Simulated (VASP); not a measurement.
Wanted: the native input for a VASP 6.6.1 run.

- Task: single point
- Functional: PBE
- Potentials or basis: VASP PAW PBE potentials, release 64 (Al, N)
- Cutoff: 520 eV
- k mesh: 5 × 3 × 1
- Occupations: gaussian, width 0.1 eV
- Spin: no spin polarisation
- Dipole correction: yes
- Further INCAR settings: LREAL = Auto; ALGO = Normal; EDIFF = 1e-06; NBANDS = 48

The structure of Al9N lies in POSCAR:

```
Al9N
1.0
    5.7070863110      0.0000000000      0.0000000000
   -1.4267715777      9.7014842372      0.0000000000
    0.0000000000      0.0000000000     22.7903703877
Al N
18 2
Direct
    0.2662216041      0.0648864163      0.1755127245
    0.7662216041      0.0648864163      0.1755127245
    0.3354806058      0.3419224231      0.2192029851
    0.8354806058      0.3419224231      0.2192029851
    0.1493324061      0.5973296244      0.2279410371
    0.6493324061      0.5973296244      0.2279410371
    0.4631842064      0.8527368258      0.2366790893
    0.9631842064      0.8527368258      0.2366790893
    0.0319772075      0.1277109158      0.2808262501
    0.5319772075      0.1277109158      0.2808262501
    0.0997917578      0.4042231245      0.3301071117
    0.5997917578      0.4042231245      0.3301071117
    0.4144000538      0.6596656467      0.3369822073
    0.9144000538      0.6596656467      0.3369822073
    0.2263076930      0.9110819227      0.3449259125
    0.7263076930      0.9110819227      0.3449259125
    0.2962427187      0.1814071959      0.3857054641
    0.7962427187      0.1814071959      0.3857054641
    0.3146665420      0.9110819227      0.4629310629
    0.6379488439      0.9110819227      0.4629310629
```

One way to write it, as run:

INCAR

```
SYSTEM = Al9N
ALGO = Normal
DIPOL = 0.5 0.5 0.300
EDIFF = 1E-6
ENCUT = 520
GGA = PE
IDIPOL = 3
ISIF = 2
ISMEAR = 0
LASPH = .True.
LCHARG = .False.
LDIPOL = .True.
LREAL = Auto
LWAVE = .False.
NBANDS = 48
NELM = 80
PREC = Accurate
SIGMA = 0.1
```

KPOINTS

```
k-points
0
Gamma
  5 3 1
  0 0 0
```

Potentials or basis: VASP PAW PBE potentials, release 64 (Al, N).

Launch:

```sh
$ cat potpaw_PBE.64/Al/POTCAR potpaw_PBE.64/N/POTCAR > POTCAR
$ mpirun -np 1 vasp_std > vasp.out
```

Results of the run:

* Largest force: 7.187 eV/Å
* Band gap on the k mesh: zero (bands 32 and 33 overlap by 0.60 eV)

Wall time 29 min on 1 thread of Intel(R) Xeon(R) Platinum 8488C (Sapphire Rapids) (shared host), peak memory 1.2 GiB.
